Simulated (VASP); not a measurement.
## Li2P (CdCl2 type): single point with r2SCAN

The system is Li2P (CdCl2 type).

```
P Li
1.0
     1.85516   -1.07108    2.10813
     0.00000    2.14216    2.10813
    -1.85516   -1.07108    2.10813
P Li
1 2
Cartesian
  0.0000 0.0000 0.0000
  0.0000 0.0000 2.1804
  0.0000 0.0000 4.1441
```

- Program: VASP 6.6.1
- Task: single point
- Functional: r2SCAN
- Potentials or basis: VASP PAW PBE potentials, release 64 (P, Li_sv)
- Cutoff: 520 eV
- k mesh: 13 × 13 × 13
- Occupations: fermi-dirac, width 0.05 eV
- Spin: no spin polarisation
- Dipole correction: no
- Further INCAR settings: ALGO = Normal; EDIFF = 1e-06; NBANDS = 12

The largest force is 0.032 eV/Å. The band gap on the k mesh is zero (an odd number of electrons rules out a gap without spin polarisation).

Forces on the atoms (eV/Å):
```
P    0.000  0.000  0.000
Li   0.000  0.000  0.032
Li   0.000  0.000 -0.032
```

Levels at points of the mesh, in eV from the Fermi level:
```
           k point  band 2  band 3  band 4  band 5  band 6  band 7  band 8  band 9
(0.00, 0.00, 0.00)  -47.97  -13.90   -0.58   -0.58    2.68    3.28    3.28    8.04
```

Run time: 5.8 min on 1 thread of Oxide Virtual Turin-like Processor, with other jobs on the host, peak memory 0.15 GiB.

Caveat: the PAW data sets were made with another functional, which shifts forces and pressure a little.
